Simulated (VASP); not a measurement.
# Bi (P4/mmm) in VASP: a series of runs, part 2 of 2

VASP 6.6.1.

## (4) Relaxation of cell and atoms, PBE

This run uses another cell than the first one, of 38.97 Å³/atom, 1.080 times its volume.

File INCAR:

```
PREC = Accurate ; ENCUT = 600
EDIFF = 1E-7 ; ISMEAR = 0
SIGMA = 0.1 ; LREAL = F
LASPH = T ; NELM = 80
ALGO = Normal ; ISIF = 3
LWAVE = F ; LCHARG = F
GGA = PE ; IBRION = 2
NSW = 90 ; EDIFFG = -0.04
```

File KPOINTS:

```
regular mesh
0
Gamma
  4 4 6
```

File POSCAR:

```
Bi
1.0
    3.8373228900      0.0000000000      0.0000000000
    0.0000000000      3.8373228900      0.0000000000
    0.0000000000      0.0000000000      2.6468068700
Bi
1
Direct
    0.5000000000      0.5000000000      0.0000000000
```

Potentials or basis: VASP PAW PBE potentials, release 64 (Bi_d).

Launch:

```
> cat potpaw_PBE.64/Bi_d/POTCAR > POTCAR
> mpirun -np 1 vasp_std > vasp.out
```

OUTCAR:

```text
PREC = Accurate
   ENCUT = 600
   EDIFF = 1E-7
   ISMEAR = 0
   LREAL = F
   LASPH = T
   NELM = 80
   ISIF = 3
   GGA = PE
   IBRION = 2
   NSW = 90
   EDIFFG = -0.04

 ion  position               nearest neighbor table
   1  0.500  0.500  0.000-

  LATTYP: Found a simple tetragonal cell.
 ALAT       =     3.8373228900
 C/A-ratio  =     0.6897534937

  Lattice vectors:

 A1 = (   3.8373228900,   0.0000000000,   0.0000000000)
 A2 = (   0.0000000000,   3.8373228900,   0.0000000000)
 A3 = (   0.0000000000,   0.0000000000,   2.6468068700)

Analysis of symmetry for initial positions (statically):
=====================================================================
 Subroutine PRICEL returns:
 Original cell was already a primitive cell.

 Routine SETGRP: Setting up the symmetry group for a
 simple tetragonal supercell.

 Subroutine GETGRP returns: Found 16 space group operations
 (whereof 16 operations were pure point group operations)
 out of a pool of 16 trial point group operations.

The static configuration has the point symmetry D_4h.

Analysis of symmetry for dynamics (positions and initial velocities):
=====================================================================
 Subroutine PRICEL returns:
 Original cell was already a primitive cell.

 Routine SETGRP: Setting up the symmetry group for a
 simple tetragonal supercell.

[... 264 lines left out ...]
      2     -17.6728      2.00000
      3     -17.5373      2.00000
      4     -17.4567      2.00000
      5     -17.4567      2.00000
      6      -7.3174      2.00000
      7       6.9407      0.00000
      8       6.9407      0.00000
      9      10.0160      0.00000
     10      10.1396      0.00000
     11      11.7498      0.00000
[... 309 lines left out ...]
 k-point    24 :       0.5000    0.5000    0.5000
  band No.  band energies     occupation
      1     -17.6248      2.00000
      2     -17.6248      2.00000
      3     -17.5967      2.00000
      4     -17.4704      2.00000
      5     -17.3124      2.00000
      6      -2.7825      2.00000
      7       2.9829      2.00000
      8       4.4933      2.00000
      9       4.4933      2.00000
     10      10.3542      0.00000
     11      10.3542      0.00000

[... ionic steps 4 to 11 ...]

--------------------------------------- Ionic step       12  -------------------------------------------

 number of electron      15.0000000 magnetization

------------------------ aborting loop because EDIFF is reached ----------------------------------------
[... 65 lines left out ...]
--------------------------------------- Ionic step       14  -------------------------------------------

 number of electron      15.0000000 magnetization

 Free energy of the ion-electron system (eV)
  ---------------------------------------------------
  ext. energy  EPLUGINS =         0.00000000
  ---------------------------------------------------
  free energy    TOTEN  =        -3.67330409 eV

  energy without entropy =       -3.66881408  energy(sigma->0) =       -3.67105908

 E-fermi :   5.9326     XC(G=0):  -9.4413

 val. band max:        5.5648213482   @ k =   0.5000   0.2500   0.0000
 cond. band min:       5.9911127745   @ k =   0.5000   0.2500   0.1667
 fundamental gap:      0.4262914263
 Fermi energy:         5.9326200040

 k-point     1 :       0.0000    0.0000    0.0000
  band No.  band energies     occupation
      1     -16.9863      2.00000
      2     -16.8895      2.00000
      3     -16.6851      2.00000
      4     -16.6182      2.00000
      5     -16.6182      2.00000
      6      -6.8619      2.00000
      7       8.2343      0.00000
      8       8.2343      0.00000
      9      10.6003      0.00000
     10      11.5668      0.00000
     11      12.9959      0.00000
[... 348 lines left out ...]
  FREE ENERGIE OF THE ION-ELECTRON SYSTEM (eV)
  ---------------------------------------------------
  free  energy   TOTEN  =        -3.6733040852 eV

  energy  without entropy=       -3.6688140793  energy(sigma->0) =       -3.67105908

 reached required accuracy - stopping structural energy minimisation
```

CONTCAR:

```text
Bi
   1.00000000000000
     3.4093336324486669    0.0000000000000000    0.0000000000000000
     0.0000000000000000    3.4093336324486669   -0.0000000000000000
     0.0000000000000000    0.0000000000000000    3.1157597689778878
  Bi
     1
Direct
     0.5000000000000000    0.5000000000000000    0.0000000000000000

  0.00000000E+00  0.00000000E+00  0.00000000E+00
```

It took 59 s on 1 thread of Intel Xeon 6975P-C (Granite Rapids), shared host; peak memory 0.17 GiB.

Results:

```
Free energy                            : -3.6733 eV
Relaxed volume                         : 36.22 Å³/atom
Relaxed cell                           : a = 3.409 Å, b = 3.409 Å, c = 3.116 Å, α = 90.00°, β = 90.00°, γ = 90.00°
Space group after relaxing (to 0.05 Å) : P4/mmm (No. 123)
Energy gained by relaxing              : 1125.3 meV/atom
Ionic steps                            : 14
Pressure after relaxing                : -0.1 GPa
```

The path:
```csv
step,energy change (eV),largest force (eV/Å),pressure (GPa),volume (Å³)
1,0.0000,0.0000,13.14,38.97
2,-0.3131,0.0000,-5.43,54.09
3,-0.4231,0.0000,-5.95,52.43
4,-0.5831,0.0000,-6.48,50.37
5,-0.9425,0.0000,-4.69,45.04
6,-0.9282,0.0000,-1.81,43.17
7,-0.9504,0.0000,-3.89,44.42
8,-0.9508,0.0000,-3.59,44.20
9,-1.0881,0.0000,-2.39,39.31
10,-1.1242,0.0000,-0.63,36.69
11,-1.1250,0.0000,-0.16,36.18
12,-1.1250,0.0000,-0.30,36.33
13,-1.1250,0.0000,0.10,36.09
14,-1.1253,0.0000,-0.11,36.22
```

Final structure:
```
CELL_PARAMETERS angstrom
3.40933 0.00000 0.00000
0.00000 3.40933 0.00000
0.00000 0.00000 3.11576
ATOMIC_POSITIONS crystal
Bi 0.50000 0.50000 0.00000
```

Caveat: the k points lie up to 0.46 Å⁻¹ apart in the final cell; spin-orbit coupling is left out, which moves the levels of the heavy elements.

## (5) Relaxation of cell and atoms, PBE

File INCAR:

```
PREC     = Accurate       # precision mode
ENCUT    = 600            # plane-wave cutoff, eV
EDIFF    = 1E-7           # SCF threshold, eV
ISMEAR   = 0              # smearing method
SIGMA    = 0.1            # smearing width, eV
LREAL    = False          # projectors in reciprocal space
LASPH    = True           # aspherical terms in the spheres
NELM     = 100            # most SCF steps
ALGO     = Normal         # electronic algorithm
ISIF     = 3              # what is computed and relaxed
LWAVE    = False          # write WAVECAR
LCHARG   = False          # write CHGCAR
GGA      = PE             # functional
IBRION   = 2              # ionic algorithm
NSW      = 90             # ionic steps
EDIFFG   = -0.04          # ionic threshold
```

File KPOINTS:

```
Automatic mesh
0
Gamma
  6 6 6
```

File POSCAR:

```
Bi
1.0
    3.4041403830      0.0000000000      0.0000000000
    0.0000000000      3.4041403830      0.0000000000
    0.0000000000      0.0000000000      3.1137357780
Bi
1
Direct
    0.5000000000      0.5000000000      0.0000000000
```

Launch:

```
> cat potpaw_PBE.64/Bi_d/POTCAR > POTCAR
> mpirun -np 1 vasp_std > vasp.out
```

Wall time 41 s (1 thread of Intel Xeon 6975P-C (Granite Rapids), shared host); peak memory 0.17 GiB.

Results (log left out):

```yaml
Free_energy: -3.9051 eV
Relaxed_volume: 35.26 Å³/atom
Relaxed_cell: a = 3.277 Å, b = 3.277 Å, c = 3.282 Å, α = 90.00°, β = 90.00°, γ = 90.00°
Space_group_after_relaxing_to_0.05_Å: Pm-3m (No. 221)
Energy_gained_by_relaxing: 75.1 meV/atom
Ionic_steps: 7
Pressure_after_relaxing: 0.0 GPa
```

Stress tensor (GPa, compression positive):
```
 0.04  0.00  0.00
 0.00  0.04  0.00
 0.00  0.00 -0.15
```

Step by step:
| step | energy change (eV) | largest force (eV/Å) | pressure (GPa) | volume (Å³) |
| --- | --- | --- | --- | --- |
| 1 | 0.0000 | 0.0000 | -0.04 | 36.08 |
| 2 | -0.0677 | 0.0000 | -0.66 | 35.85 |
| 3 | -0.0730 | 0.0000 | -0.89 | 35.95 |
| 4 | -0.0731 | 0.0000 | -0.90 | 35.95 |
| 5 | -0.0730 | 0.0000 | -0.91 | 35.96 |
| 6 | -0.0747 | 0.0000 | 0.39 | 34.97 |
| 7 | -0.0751 | 0.0000 | -0.02 | 35.26 |

Final structure:
```cif
data_structure
_symmetry_space_group_name_H-M 'P 1'
_symmetry_Int_Tables_number 1
_cell_length_a 3.2775
_cell_length_b 3.2775
_cell_length_c 3.2822
_cell_angle_alpha 90.000
_cell_angle_beta 90.000
_cell_angle_gamma 90.000
_cell_volume 35.26
loop_
_atom_site_label
_atom_site_type_symbol
_atom_site_fract_x
_atom_site_fract_y
_atom_site_fract_z
_atom_site_occupancy
Bi1 Bi 0.50000 0.50000 0.00000 1
```

Levels at points of the mesh, in eV from the Fermi level:
```csv
k point,band 3,band 4,band 5,band 6,band 7,band 8,band 9,band 10,band 11
"(0.00, 0.00, 0.00)",-22.79,-22.79,-22.79,-13.13,2.88,2.91,2.91,6.01,7.55
"(0.50, 0.00, 0.00)",-22.86,-22.83,-22.78,-11.32,-4.99,4.68,4.72,9.47,9.54
"(0.50, 0.50, 0.00)",-22.86,-22.86,-22.67,-9.54,-3.18,-3.18,2.62,6.54,11.70
"(0.00, 0.00, 0.50)",-22.86,-22.83,-22.78,-11.34,-4.98,4.70,4.70,9.49,9.55
"(0.50, 0.00, 0.50)",-22.86,-22.85,-22.67,-9.55,-3.20,-3.18,2.62,6.56,11.71
"(0.50, 0.50, 0.50)",-22.95,-22.67,-22.67,-7.75,-1.50,-1.50,-1.48,5.20,5.20
```

Caveat: spin-orbit coupling is left out, which moves the levels of the heavy elements.

## (6) Overview

```tsv
task	cell	k mesh	cutoff (eV)	gap on the mesh (eV)	pressure (GPa)	relaxed volume (Å³/atom)
single point	a = 3.404, b = 3.404, c = 3.114 Å, 1 atom	4 × 4 × 6	520	none	0.0	-
single point	a = 3.837, b = 3.837, c = 2.647 Å, 1 atom	4 × 4 × 6	520	none	13.1	-
relaxation of cell and atoms	relaxed from a = 3.837, b = 3.837, c = 2.647 Å, 1 atom	4 × 4 × 6	600	none	-0.1	36.22
relaxation of cell and atoms	relaxed from a = 3.404, b = 3.404, c = 3.114 Å, 1 atom	6 × 6 × 6	600	none	0.0	35.26
```

Alike in all rows: level PBE; potentials or basis VASP PAW PBE potentials, release 64 (Bi_d); no spin polarisation; smearing gaussian 0.1 eV.

Caveats: some runs use coarse meshes; spin-orbit coupling is left out, which moves the levels of the heavy elements.

Absolute energies hang on the potentials; compare differences alone.
